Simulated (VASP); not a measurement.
Write the native input for VASP 6.6.1 that does the following.

- Task: single point
- Functional: r2SCAN
- Potentials or basis: VASP PAW PBE potentials, release 64 (Na_pv, H)
- Cutoff: 520 eV
- k mesh: 8 × 8 × 8
- Occupations: fermi-dirac, width 0.2 eV
- Spin: no spin polarisation
- Dipole correction: no
- Further INCAR settings: ALGO = Normal; EDIFF = 1e-06; NBANDS = 11

The system is NaH.

```
CELL_PARAMETERS angstrom
-0.35955 2.39703 2.39703
2.39703 -0.35955 2.39703
2.03748 2.03748 0.00000
ATOMIC_POSITIONS crystal
Na 0.00000 0.00000 0.00000
H 0.50000 0.50000 0.50000
```

This cell differs from its parent crystal: engineering shear strain xy -0.3000, normal strain along z +0.0000.

One way to write it, as run:

POSCAR

```
NaH
1.0
   -0.3595547457      2.3970316378      2.3970316378
    2.3970316378     -0.3595547457      2.3970316378
    2.0374768921      2.0374768921      0.0000000000
Na H
1 1
Direct
    0.0000000000      0.0000000000      0.0000000000
    0.5000000000      0.5000000000      0.5000000000
```

INCAR.step1

```
PREC = Accurate
ENCUT = 520
ISMEAR = -1
SIGMA = 0.2
LREAL = F
LASPH = T
NELM = 60
NBANDS = 11
GGA = PE
ALGO = Normal
EDIFF = 1E-4
LWAVE = T
LCHARG = F
```

INCAR.step2

```
PREC = Accurate
ENCUT = 520
EDIFF = 1E-6
ISMEAR = -1
SIGMA = 0.2
LREAL = F
LASPH = T
NELM = 60
ALGO = Normal
ISIF = 2
LWAVE = F
LCHARG = F
METAGGA = R2SCAN
LMIXTAU = T
NBANDS = 11
ISTART = 1
```

KPOINTS

```
Automatic mesh
0
Gamma
  8 8 8
```

Potentials or basis: VASP PAW PBE potentials, release 64 (Na_pv, H).

Launch:

```console
$ cat potpaw_PBE.64/Na_pv/POTCAR potpaw_PBE.64/H/POTCAR > POTCAR
$ cp INCAR.step1 INCAR
$ mpirun -np 1 vasp_std > vasp.out
$ cp INCAR.step2 INCAR
$ mpirun -np 1 vasp_std > vasp.out
```

It gave:

```yaml
Pressure: 0.1 GPa
Band_gap_on_the_k_mesh: 3.15 eV (least direct gap 5.00 eV)
```

Caveat: the cell differs from its parent crystal (engineering shear strain xy -0.3000, normal strain along z +0.0000); the PAW data sets were made with another functional, which shifts forces and pressure a little.

Wall time 45 s on 1 thread of Intel(R) Xeon(R) 6975P-C (Granite Rapids), on a shared host, peak memory 0.16 GiB.
